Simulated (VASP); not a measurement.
Wanted: the native input for a VASP 6.6.1 run.

| Quantity | Value |
| --- | --- |
| Task | single point |
| Functional | LDA |
| Potentials or basis | VASP PAW LDA potentials, release 64 (Al) |
| Cutoff | 520 eV |
| k mesh | 20 × 20 × 20 |
| Occupations | gaussian, width 0.15 eV |
| Spin | no spin polarisation |
| Dipole correction | no |
| Further INCAR settings | ALGO = Fast; EDIFF = 1e-06; NBANDS = 8 |

The structure of Al lies in POSCAR:

```
Al
1.0
   -1.5514382228      1.5514382228      1.5514382228
    1.5514382228     -1.5514382228      1.5514382228
    1.5514382228      1.5514382228     -1.5514382228
Al
1
Direct
    0.0000000000      0.0000000000      0.0000000000
```

This cell differs from its parent crystal: strain -0.025 along x and y, -0.025 along z.

These files were run (other wordings do the same):

INCAR

```
SYSTEM = Al
  PREC = Accurate
  ENCUT = 520
  EDIFF = 1E-6
  ISMEAR = 0
  SIGMA = 0.15
  LREAL = .FALSE.
  LASPH = .TRUE.
  NELM = 60
  ALGO = Fast
  ISIF = 2
  LWAVE = .FALSE.
  LCHARG = .FALSE.
  GGA = CA
  NBANDS = 8
```

KPOINTS

```
Automatic mesh
0
G
  20 20 20
  0 0 0
```

Potentials or basis: VASP PAW LDA potentials, release 64 (Al).

Launch:

```console
$ cat potpaw_LDA.64/Al/POTCAR > POTCAR
$ mpirun -np 1 vasp_std > vasp.out
```

Results of the run:

- Pressure: 7.4 GPa

Caveat: the cell differs from its parent crystal (strain -0.025 along x and y, -0.025 along z).

Wall time 7.6 s on 1 thread of Intel(R) Xeon(R) 6975P-C (Granite Rapids), on a shared host, peak memory 0.13 GiB.
